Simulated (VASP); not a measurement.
# TePb (P-1) in VASP: single point with BLYP

Aim: the single point of TePb with BLYP.

All numbers are computed with VASP 6.6.1; they aren't measurements. Logs are shortened: lines on timing, memory, paths and dates and some standing lists are left out, and cuts for length are marked.

## (1) The cell of the first run

The typed cell holds 2 atoms: a = 4.555 Å, b = 4.645 Å, c = 4.632 Å, α = 59.88°, β = 58.02°, γ = 58.71°.

## (2) Single point, BLYP, non-collinear spin, typed start

INCAR

```
SYSTEM = TePb
PREC     = Accurate       ! precision mode
ENCUT    = 520            ! plane-wave cutoff, eV
EDIFF    = 1E-7           ! SCF threshold, eV
ISMEAR   = -1             ! smearing method
SIGMA    = 0.15           ! smearing width, eV
LREAL    = .False.        ! projectors in reciprocal space
LASPH    = .True.         ! aspherical terms in the spheres
NELM     = 150            ! most SCF steps
ALGO     = Normal         ! electronic algorithm
ISIF     = 2              ! what is computed and relaxed
LWAVE    = .False.        ! write WAVECAR
LCHARG   = .False.        ! write CHGCAR
LNONCOLLINEAR= .True.         ! non-collinear magnetism
MAGMOM   = 0.187 0.435 0.162 0 0 0 ! initial moments
LORBIT   = 11             ! projections on sites
GGA      = B5             ! functional
ALDAX    = 1.0          
AGGAX    = 1.0          
AGGAC    = 1.0          
ALDAC    = 0.0          
NBANDS   = 32             ! bands
```

KPOINTS

```
Automatic mesh
0
Gamma
  5 5 5
  0 0 0
```

POSCAR

```
TePb
1.0
    0.1103400000      3.2342220000      3.2053400000
    3.2692490000      0.0163710000      3.2993100000
    3.2454160000      3.3043580000      0.0402040000
Pb Te
1 1
Direct
    0.0000000000      0.0000000000      0.0000000000
    0.5000000000      0.5000000000      0.5000000000
```

Potentials or basis: VASP PAW PBE potentials, release 64 (Pb_d, Te).

Started as:

```console
$ cat potpaw_PBE.64/Pb_d/POTCAR potpaw_PBE.64/Te/POTCAR > POTCAR
$ mpirun -np 1 vasp_ncl > vasp.out
```

OUTCAR:

```text
SYSTEM = TePb
   PREC = Accurate
   ENCUT = 520
   EDIFF = 1E-7
   ISMEAR = -1
   LREAL = .False.
   LASPH = .True.
   NELM = 150
   ISIF = 2
   LNONCOLLINEAR = .True.
   LORBIT = 11
   GGA = B5

 ion  position               nearest neighbor table
   1  0.000  0.000  0.000-   2 3.20   2 3.20   2 3.23   2 3.23   2 3.26   2 3.26
   2  0.500  0.500  0.500-   1 3.20   1 3.20   1 3.23   1 3.23   1 3.26   1 3.26

  LATTYP: Found a triclinic cell.
 ALAT       =     7.8884541174
 B/A-ratio  =     0.5648160364
 C/A-ratio  =     0.5888035898
 COS(alpha) =     0.0092908636
 COS(beta)  =     0.2993775243
 COS(gamma) =     0.8627458703

  Lattice vectors:

 A1 = (   3.1112430000,   3.3581230000,  -6.4242420000)
 A2 = (   3.1350760000,   0.0701360000,  -3.1651360000)
 A3 = (  -3.2692490000,  -0.0163710000,  -3.2993100000)

Analysis of symmetry for initial positions (statically):
=====================================================================
 Subroutine PRICEL returns:
 Original cell was already a primitive cell.

 Routine SETGRP: Setting up the symmetry group for a
 triclinic supercell.

 Subroutine GETGRP returns: Found  2 space group operations
 (whereof  2 operations were pure point group operations)
 out of a pool of  2 trial point group operations.

The static configuration has the point symmetry S_2 .

Analysis of symmetry for dynamics (positions and initial velocities):
=====================================================================
 Subroutine PRICEL returns:
 Original cell was already a primitive cell.

 Routine SETGRP: Setting up the symmetry group for a
 triclinic supercell.

 Subroutine GETGRP returns: Found  2 space group operations
 (whereof  2 operations were pure point group operations)
 out of a pool of  2 trial point group operations.

The dynamic configuration has the point symmetry S_2 .

Analysis of structural, dynamic, and magnetic symmetry:
=====================================================================
 Subroutine PRICEL returns:
 Original cell was already a primitive cell.

 Routine SETGRP: Setting up the symmetry group for a
 triclinic supercell.

 Subroutine GETGRP returns: Found  2 space group operations
 (whereof  2 operations were pure point group operations)
 out of a pool of  2 trial point group operations.

The overall configuration has the point symmetry S_2 .

 Subroutine INISYM returns: Found  2 space group operations
 (whereof  2 operations are pure point group operations),
 and found     1 'primitive' translations

----------------------------------------------------------------------------------------

                                     Primitive cell

  volume of cell :      67.4591

  direct lattice vectors                    reciprocal lattice vectors
     0.110340000  3.234222000  3.205340000    -0.161600665  0.156779278  0.159350342
     3.269249000  0.016371000  3.299310000     0.155079963 -0.154141075  0.150191534
     3.245416000  3.304358000  0.040204000     0.157402319  0.149942728 -0.156712187

  length of vectors
     4.554840434  4.644750102  4.631751631     0.275838809  0.265267342  0.267986980

  position of ions in fractional coordinates (direct lattice)
     0.000000000  0.000000000  0.000000000
     0.500000000  0.500000000  0.500000000

  ion indices of the primitive-cell ions
   primitive index   ion index
                 1           1
                 2           2

----------------------------------------------------------------------------------------

 KPOINTS: Automatic mesh

Automatic generation of k-mesh.
 Grid dimensions read from file:
 generate k-points for:    5    5    5

 Generating k-lattice:

  Cartesian coordinates                     Fractional coordinates (reciprocal lattice)
    -0.032320133  0.031355856  0.031870068     0.200000000  0.000000000  0.000000000
     0.031015993 -0.030828215  0.030038307    -0.000000000  0.200000000 -0.000000000
     0.031480464  0.029988546 -0.031342437     0.000000000 -0.000000000  0.200000000

  Length of vectors
     0.055167762  0.053053468  0.053597396

  Shift w.r.t. Gamma in fractional coordinates (k-lattice)
     0.000000000  0.000000000  0.000000000

 Subroutine IBZKPT returns following result:
 ===========================================

 Found     63 irreducible k-points:

 Following reciprocal coordinates:
            Coordinates               Weight
  0.000000  0.000000  0.000000      1.000000
  0.200000 -0.000000  0.000000      2.000000
  0.400000  0.000000  0.000000      2.000000
 -0.000000  0.200000 -0.000000      2.000000
  0.200000  0.200000  0.000000      2.000000
  0.400000  0.200000  0.000000      2.000000
[... 16 lines left out ...]
 -0.200000  0.200000  0.200000      2.000000
  0.000000  0.400000  0.200000      2.000000
 [... further k-points ...]
   k-points           NKPTS =     63   k-points in BZ     NKDIM =     63   number of bands    NBANDS=     32
   number of dos      NEDOS =    301   number of ions     NIONS =      2
   total plane-waves  NPLWV =  46656
   dimension x,y,z NGX =    36 NGY =   36 NGZ =   36
   dimension x,y,z NGXF=    72 NGYF=   72 NGZF=   72
   ions per type =               1   1
   NGX,Y,Z   is equivalent  to a cutoff of  13.14, 12.89, 12.92 a.u.
   NGXF,Y,Z  is equivalent  to a cutoff of  26.28, 25.77, 25.84 a.u.
 SYSTEM =  TePb
   PREC   = accura    normal or accurate (medium, high low for compatibility)
   ISTART =      0    job   : 0-new  1-cont  2-samecut
   ICHARG =      2    charge: 1-file 2-atom 10-const
   ISPIN  =      1    spin polarized calculation?
   LNONCOLLINEAR =      T non collinear calculations
   LSORBIT =      F    spin-orbit coupling
   LASPH  =      T    aspherical Exc in radial PAW
   ENCUT  =  520.0 eV  38.22 Ry    6.18 a.u.   8.47  8.64  8.61*2*pi/ulx,y,z
   NELM   =    150;   NELMIN=  2; NELMDL= -5     # of ELM steps
   EDIFF  = 0.1E-06   stopping-criterion for ELM
   LREAL  =      F    real-space projection
   EDIFFG = 0.1E-05   stopping-criterion for IOM
   NSW    =      0    number of steps for IOM
   IBRION =     -1    ionic relax: 0-MD 1-quasi-New 2-CG
   NFREE  =      0    steps in history (QN), initial steepest desc. (CG)
   ISIF   =      2    stress and relaxation
   ISYM   =      2    0-nonsym 1-usesym 2-fastsym
   POTIM  = 0.5000    time-step for ionic-motion
   TEBEG  =    0.0;   TEEND  =   0.0 temperature during run
   PSTRESS=    0.0 pullay stress
   NELECT =      20.0000    total number of electrons
   NUPDOWN=      -1.0000    fix difference up-down
   EMIN   =  10.00;   EMAX   =-10.00  energy-range for DOS
   EFERMI =   0.00;   METHOD = LEGACY
   ISMEAR =    -1;   SIGMA  =   0.15  broadening in eV -4-tet -1-fermi 0-gaus
   EFERMI_NEDOS =   21; number of points for ismear=-14 and -15
   IALGO  =     38    algorithm
   IMIX   =      4    mixing-type and parameters
     AMIX     =   0.40;   BMIX     =  1.00
     AMIX_MAG =   1.60;   BMIX_MAG =  1.00
  volume/ion in A,a.u.               =      33.73       227.62
  Fermi-wavevector in a.u.,A,eV,Ry     =   1.091619  2.062861 16.213148  1.191633
  Thomas-Fermi vector in A             =   2.227868
   LORBIT       =     11    0 simple, 1 ext, 2 COOP (PROOUT), +10 PAW based schemes
   GGA     = B5    functional components
   LHFCALC =     F    Hartree Fock is set to
   AEXX    =    0.0000 exact exchange contribution
   IVDW    =     0    specifies the selected vdW correction
   LEPSILON=     F    determine dielectric tensor
   LRPA    =     F    only Hartree local field effects (RPA)
  energy-cutoff  :      520.00
  volume of cell :       67.46
 maximum number of plane-waves:      3662
 NGX is ok and might be reduce to    36
   NGX = 17   NGY = 17   NGZ = 17

 number of electron      20.0000000 magnetization      -0.0000001     -0.0000002     -0.0000001

 number of electron      20.0000000 magnetization       0.0000018      0.0000041      0.0000015

 Free energy of the ion-electron system (eV)
  ---------------------------------------------------
  ext. energy  EPLUGINS =         0.00000000
  ---------------------------------------------------
  free energy    TOTEN  =        -6.24069501 eV

  energy without entropy =       -6.23267713  energy(sigma->0) =       -6.23668607

 E-fermi :   6.5797     XC(G=0):  -8.7013

 val. band max:        6.0975428856   @ k =   0.2000   0.4000   0.2000
 cond. band min:       6.9911306386   @ k =   0.4000   0.0000   0.0000
 fundamental gap:      0.8935877530
 Fermi energy:         6.5797115710

 k-point     1 :       0.0000    0.0000    0.0000
  band No.  band energies     occupation
      1     -10.6642      1.00000
      2     -10.6642      1.00000
      3     -10.6576      1.00000
      4     -10.6576      1.00000
      5     -10.6486      1.00000
      6     -10.6486      1.00000
[... 24 lines left out ...]
     31      12.4699      0.00000
     32      12.4699      0.00000
[... 774 lines left out ...]
      2     -10.6881      1.00000
      3     -10.6618      1.00000
      4     -10.6617      1.00000
      5     -10.6500      1.00000
      6     -10.6500      1.00000
[... 24 lines left out ...]
     31      15.7706      0.00000
     32      15.7706      0.00000

 [... further k-points ...]

------------------------ aborting loop because EDIFF is reached ----------------------------------------

  FORCE on cell =-STRESS in cart. coord.  units (eV):
  Direction    XX          YY          ZZ          XY          YZ          ZX
  --------------------------------------------------------------------------------------
  -------------------------------------------------------------------------------------
  Total        2.8242934      1.8278557      2.2962468     -0.1410702      0.0807435     -0.2285033
  in kB       67.0779126     43.4121840     54.5366304     -3.3504656      1.9176857     -5.4270304
  external PRESSURE =      55.0089090 kB  Pullay stress =       0.0000000 kB

 VOLUME and BASIS-vectors are now :
 -----------------------------------------------------------------------------
  energy-cutoff  :      520.00
  volume of cell :       67.46
      direct lattice vectors                 reciprocal lattice vectors
     0.110340000  3.234222000  3.205340000    -0.161600665  0.156779278  0.159350342
     3.269249000  0.016371000  3.299310000     0.155079963 -0.154141075  0.150191534
     3.245416000  3.304358000  0.040204000     0.157402319  0.149942728 -0.156712187

 POSITION                                       TOTAL-FORCE (eV/Angst)
 -----------------------------------------------------------------------------------
      0.00000      0.00000      0.00000        -0.000000      0.000000     -0.000000
      3.31250      3.27748      3.27243         0.000000     -0.000000      0.000000
 -----------------------------------------------------------------------------------
    total drift:                               -0.000000      0.000000      0.000000

  FREE ENERGIE OF THE ION-ELECTRON SYSTEM (eV)
  ---------------------------------------------------
  free  energy   TOTEN  =        -6.2406950074 eV

  energy  without entropy=       -6.2326771320  energy(sigma->0) =       -6.23668607

 total charge

# of ion       s       p       d       tot
------------------------------------------
    1        1.464   0.593   9.837  11.894
    2        1.390   2.034   0.018   3.441
--------------------------------------------------
tot          2.854   2.627   9.854  15.335

 magnetization (x)

# of ion       s       p       d       tot
------------------------------------------
    1       -0.000   0.000  -0.000  -0.000
    2        0.000  -0.000   0.000  -0.000
--------------------------------------------------
tot         -0.000   0.000  -0.000  -0.000

 magnetization (y)

# of ion       s       p       d       tot
------------------------------------------
    1       -0.000   0.000  -0.000   0.000
    2        0.000  -0.000   0.000   0.000
--------------------------------------------------
tot         -0.000   0.000  -0.000   0.000

 magnetization (z)

# of ion       s       p       d       tot
------------------------------------------
    1       -0.000   0.000  -0.000   0.000
    2        0.000  -0.000   0.000   0.000
--------------------------------------------------
tot         -0.000   0.000  -0.000   0.000
```

Run time: 13 min. Hardware: 1 thread of Oxide Virtual Turin-like, shared host; peak memory 0.46 GiB.

What came out:

| Item | Value |
| --- | --- |
| Free energy | -6.2407 eV |
| Pressure | 5.5 GPa |
| Band gap on the k mesh | 0.89 eV (least direct gap 1.21 eV) |
| Net moment | 0.00 μB per cell |
| Valence electrons inside the program's atomic spheres | Pb 11.89; Te 3.44 |

Stress tensor (GPa, compression positive):
```
 6.71 -0.34 -0.54
-0.34  4.34  0.19
-0.54  0.19  5.45
```

Levels at points of the mesh, in eV from the valence-band top:
```
           k point  band 18  band 19  band 20  band 21  band 22  band 23
(0.00, 0.00, 0.00)    -1.38    -1.14    -1.14     3.77     3.77     3.97
```

Moments on the atoms (μB; x, y, z):
```
Pb  0.00 0.00 0.00
Te  0.00 0.00 0.00
```

Caveat: the cell stands under pressure; the PAW data sets were made with another functional, which shifts forces and pressure a little; spin-orbit coupling is left out, which moves the levels of the heavy elements; an odd mesh through Γ misses points on the zone boundary, where band edges can lie.
